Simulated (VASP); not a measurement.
# GaN (I-4m2) in VASP: single point with HSE06

Aim: the single point of GaN with HSE06.

All numbers are computed with VASP 6.6.1; they aren't measurements. Logs are shortened: lines on timing, memory, paths and dates and some standing lists are left out, and cuts for length are marked.

### 1 The cell of the first run

The structure is tetragonal, space group I-4m2 (No. 119). The conventional cell has a = 3.180 Å, b = 3.180 Å, c = 4.451 Å, α = 90.00°, β = 90.00°, γ = 90.00°. Within 2.6 Å of Ga (site symmetry -4m2) lie 4 N at 1.94 Å. Within 2.6 Å of N (site symmetry -4m2) lie 4 Ga at 1.94 Å.

### 2 Single point, HSE06 (uniaxial x strain -1.1%)

Contents of POSCAR:

```
GaN
1.0
    0.0000000000      2.2489525415      2.2489525415
    2.2253385398      0.0000000000      2.2489525415
    2.2253385398      2.2489525415      0.0000000000
Ga N
1 1
Direct
    0.0000000000      0.0000000000      0.0000000000
    0.2500000000      0.2500000000      0.2500000000
```

Contents of INCAR.step1:

```
SYSTEM = GaN
PREC = Accurate
ENCUT = 520
EDIFF = 1E-5
ISMEAR = 0
SIGMA = 0.01
LREAL = .FALSE.
LASPH = .TRUE.
NELM = 80
ALGO = Normal
ISIF = 2
LWAVE = .TRUE.
LCHARG = .FALSE.
GGA = PE
NBANDS = 16
```

Contents of INCAR.step2:

```
SYSTEM = GaN
PREC = Accurate
ENCUT = 520
EDIFF = 1E-6
ISMEAR = 0
SIGMA = 0.01
LREAL = .FALSE.
LASPH = .TRUE.
NELM = 80
ALGO = Normal
ISIF = 2
LWAVE = .FALSE.
LCHARG = .FALSE.
GGA = PE
LHFCALC = .TRUE.
HFSCREEN = 0.2079
PRECFOCK = Normal
ISTART = 1
NBANDS = 16
```

Contents of KPOINTS:

```
regular mesh
0
G
  6 6 6
  0 0 0
```

Potentials or basis: VASP PAW PBE potentials, release 64 (Ga_d, N).

Launch:

```bash
cat potpaw_PBE.64/Ga_d/POTCAR potpaw_PBE.64/N/POTCAR > POTCAR
cp INCAR.step1 INCAR
mpirun -np 1 vasp_std > vasp.out
cp INCAR.step2 INCAR
mpirun -np 1 vasp_std > vasp.out
```

OUTCAR:

```text
SYSTEM = GaN
   PREC = Accurate
   ENCUT = 520
   EDIFF = 1E-6
   ISMEAR = 0
   LREAL = .FALSE.
   LASPH = .TRUE.
   NELM = 80
   ISIF = 2
   GGA = PE
   LHFCALC = .TRUE.
   HFSCREEN = 0.2079
   PRECFOCK = Normal
   ISTART = 1

 ion  position               nearest neighbor table
   1  0.000  0.000  0.000-   2 1.94   2 1.94   2 1.94   2 1.94
   2  0.250  0.250  0.250-   1 1.94   1 1.94   1 1.94   1 1.94

  LATTYP: Found a body centered tetragonal cell.
 ALAT       =     3.1804991853
 C/A-ratio  =     1.3993643200

  Lattice vectors:

 A1 = (  -2.2253385398,   0.0000000000,  -2.2489525415)
 A2 = (  -2.2253385398,   0.0000000000,   2.2489525415)
 A3 = (   2.2253385398,   2.2489525415,   0.0000000000)

Analysis of symmetry for initial positions (statically):
=====================================================================
 Subroutine PRICEL returns:
 Original cell was already a primitive cell.

 Routine SETGRP: Setting up the symmetry group for a
 body centered tetragonal supercell.

 Subroutine GETGRP returns: Found  8 space group operations
 (whereof  8 operations were pure point group operations)
 out of a pool of 16 trial point group operations.

The static configuration has the point symmetry D_2d.

Analysis of symmetry for dynamics (positions and initial velocities):
=====================================================================
 Subroutine PRICEL returns:
 Original cell was already a primitive cell.

 Routine SETGRP: Setting up the symmetry group for a
 body centered tetragonal supercell.

 Subroutine GETGRP returns: Found  8 space group operations
 (whereof  8 operations were pure point group operations)
 out of a pool of 16 trial point group operations.

The dynamic configuration has the point symmetry D_2d.

 Subroutine INISYM returns: Found  8 space group operations
 (whereof  8 operations are pure point group operations),
 and found     1 'primitive' translations

----------------------------------------------------------------------------------------

                                     Primitive cell

  volume of cell :      22.5106

  direct lattice vectors                    reciprocal lattice vectors
[... 89 lines left out ...]
   EDIFFG = 0.1E-04   stopping-criterion for IOM
   NSW    =      0    number of steps for IOM
   IBRION =     -1    ionic relax: 0-MD 1-quasi-New 2-CG
   NFREE  =      0    steps in history (QN), initial steepest desc. (CG)
   ISIF   =      2    stress and relaxation
   ISYM   =      3    0-nonsym 1-usesym 2-fastsym
   POTIM  = 0.5000    time-step for ionic-motion
   TEBEG  =    0.0;   TEEND  =   0.0 temperature during run
   PSTRESS=    0.0 pullay stress
   NELECT =      18.0000    total number of electrons
   NUPDOWN=      -1.0000    fix difference up-down
   EMIN   =  10.00;   EMAX   =-10.00  energy-range for DOS
   EFERMI =   0.00;   METHOD = LEGACY
   ISMEAR =     0;   SIGMA  =   0.01  broadening in eV -4-tet -1-fermi 0-gaus
   EFERMI_NEDOS =   21; number of points for ismear=-14 and -15
   IALGO  =     38    algorithm
   IMIX   =      1    mixing-type and parameters
     AMIX     =   0.40;   BMIX     =  1.00
     AMIX_MAG =   1.60;   BMIX_MAG =  1.00
  volume/ion in A,a.u.               =      11.26        75.95
  Fermi-wavevector in a.u.,A,eV,Ry     =   1.519510  2.871457 31.414619  2.308909
  Thomas-Fermi vector in A             =   2.628486
   LORBIT       =      0    0 simple, 1 ext, 2 COOP (PROOUT), +10 PAW based schemes
   GGA     = PE    functional components
   LHFCALC =     T    Hartree Fock is set to
   PRECFOCK=normal    Normal, Fast or Accurate (Low or Medium for compatibility)
   ENCUT4O =  -1.0   cutoff for four orbital integrals eV
   NKREDX  =     1    reduce k-point grid by
   NKREDY  =     1    reduce k-point grid by
   NKREDZ  =     1    reduce k-point grid by
   AEXX    =    0.2500 exact exchange contribution
   HFSCREEN=    0.2079 screening length (either q_TF or 0.3 A-1)
   HFSCREENC=   0.2079 screening length for correlation (either q_TF or 0.3 A-1)
   ENCUTFOCK=  -1.0 apply spherical cutoff to Coloumb kernel
   IVDW    =     0    specifies the selected vdW correction
   LEPSILON=     F    determine dielectric tensor
   LRPA    =     F    only Hartree local field effects (RPA)
 non-spin polarized calculation
 Gauss-broadening in eV      SIGMA  =   0.01
  energy-cutoff  :      520.00
  volume of cell :       22.51
 maximum number of plane-waves:       618
  NGX = 18; NGY = 18; NGZ = 18

 number of electron      18.0000013 magnetization

 Free energy of the ion-electron system (eV)
  ---------------------------------------------------
  ext. energy  EPLUGINS =         0.00000000
  ---------------------------------------------------
  free energy    TOTEN  =       -14.73612853 eV

  energy without entropy =      -14.73612853  energy(sigma->0) =      -14.73612853

 E-fermi :   4.8298     XC(G=0):  -9.6314

 val. band max:        4.6663028847   @ k =   0.0000   0.0000   0.0000
 cond. band min:       7.7348115291   @ k =   0.0000   0.0000   0.0000
 fundamental gap:      3.0685086444
 Fermi energy:         4.8297568154

 k-point     1 :       0.0000    0.0000    0.0000
  band No.  band energies     occupation
      1     -12.9499      2.00000
      2     -10.9435      2.00000
      3     -10.9435      2.00000
      4     -10.9329      2.00000
      5     -10.6078      2.00000
      6     -10.6075      2.00000
[... 433 lines left out ...]
      3     -10.7458      2.00000
      4     -10.6375      2.00000
      5     -10.5905      2.00000
      6      -8.3968      2.00000
[... 8 lines left out ...]
     15      25.4442      0.00000
     16      29.6407      0.00000

 [... further k-points ...]

------------------------ aborting loop because EDIFF is reached ----------------------------------------

  FORCE on cell =-STRESS in cart. coord.  units (eV):
  Direction    XX          YY          ZZ          XY          YZ          ZX
  --------------------------------------------------------------------------------------
  -------------------------------------------------------------------------------------
  Total        0.4135982      0.2204210      0.2204210      0.0000000      0.0000000     -0.0000000
  in kB       29.4376071     15.6883355     15.6883355      0.0000000      0.0000000     -0.0000000
  external PRESSURE =      20.2714260 kB  Pullay stress =       0.0000000 kB

 VOLUME and BASIS-vectors are now :
 -----------------------------------------------------------------------------
  energy-cutoff  :      520.00
  volume of cell :       22.51
      direct lattice vectors                 reciprocal lattice vectors
     0.000000000  2.248952542  2.248952542    -0.224684915  0.222325723  0.222325723
     2.225338540  0.000000000  2.248952542     0.224684915 -0.222325723  0.222325723
     2.225338540  2.248952542  0.000000000     0.224684915  0.222325723 -0.222325723

 POSITION                                       TOTAL-FORCE (eV/Angst)
 -----------------------------------------------------------------------------------
      0.00000      0.00000      0.00000         0.000000      0.000000      0.000000
      1.11267      1.12448      1.12448        -0.000000     -0.000000     -0.000000
 -----------------------------------------------------------------------------------
    total drift:                               -0.000005      0.000002      0.000002

  FREE ENERGIE OF THE ION-ELECTRON SYSTEM (eV)
  ---------------------------------------------------
  free  energy   TOTEN  =       -14.7361285341 eV

  energy  without entropy=      -14.7361285341  energy(sigma->0) =      -14.73612853
```

OUTCAR.step1:

```text
SYSTEM = GaN
   PREC = Accurate
   ENCUT = 520
   EDIFF = 1E-5
   ISMEAR = 0
   LREAL = .FALSE.
   LASPH = .TRUE.
[... 678 lines left out ...]
      0.00000      0.00000      0.00000         0.000000      0.000000     -0.000000
      1.11267      1.12448      1.12448        -0.000000     -0.000000      0.000000
 -----------------------------------------------------------------------------------
    total drift:                                0.000001      0.000002      0.000002

  FREE ENERGIE OF THE ION-ELECTRON SYSTEM (eV)
  ---------------------------------------------------
  free  energy   TOTEN  =       -12.1221882036 eV

  energy  without entropy=      -12.1221882036  energy(sigma->0) =      -12.12218820
```

OSZICAR.step1:

```text
N       E                     dE             d eps       ncg     rms          rms(c)
DAV:   1     0.814494279393E+02    0.81449E+02   -0.93552E+03  1096   0.201E+03
DAV:   2    -0.838021514381E+01   -0.89830E+02   -0.83375E+02  1104   0.325E+02
DAV:   3    -0.140912336079E+02   -0.57110E+01   -0.56913E+01  1136   0.701E+01
DAV:   4    -0.141529564842E+02   -0.61723E-01   -0.61718E-01  1232   0.792E+00
DAV:   5    -0.141536631781E+02   -0.70669E-03   -0.70669E-03  1136   0.760E-01    0.778E+00
DAV:   6    -0.121199253397E+02    0.20337E+01   -0.49163E+00  1440   0.402E+01    0.268E+00
DAV:   7    -0.121296438733E+02   -0.97185E-02   -0.32570E-01  1056   0.649E+00    0.177E+00
DAV:   8    -0.121258104250E+02    0.38334E-02   -0.53687E-02  1144   0.325E+00    0.750E-01
DAV:   9    -0.121219521550E+02    0.38583E-02   -0.13905E-02  1432   0.277E+00    0.189E-01
DAV:  10    -0.121222762778E+02   -0.32412E-03   -0.15118E-03  1152   0.558E-01    0.875E-02
DAV:  11    -0.121221830430E+02    0.93235E-04   -0.27483E-04  1432   0.247E-01    0.104E-02
DAV:  12    -0.121221882036E+02   -0.51606E-05   -0.29021E-05  1072   0.514E-02
   1 F= -.12122188E+02 E0= -.12122188E+02  d E =-.314725-121
```

It took 73 min on 1 thread of Intel Xeon 8259CL, shared host; peak memory 0.26 GiB.

What came out:

- Free energy: -14.7361 eV
- Pressure: 2.0 GPa
- Band gap on the k mesh: 3.07 eV

Stress tensor (GPa, compression positive):
```
2.94 0.00 0.00
0.00 1.57 0.00
0.00 0.00 1.57
```

Caveat: the cell differs from its parent crystal (uniaxial x strain -1.1%); the structure was generated, so it needn't be the stable form of GaN; the PAW data sets were made with another functional, which shifts forces and pressure a little.
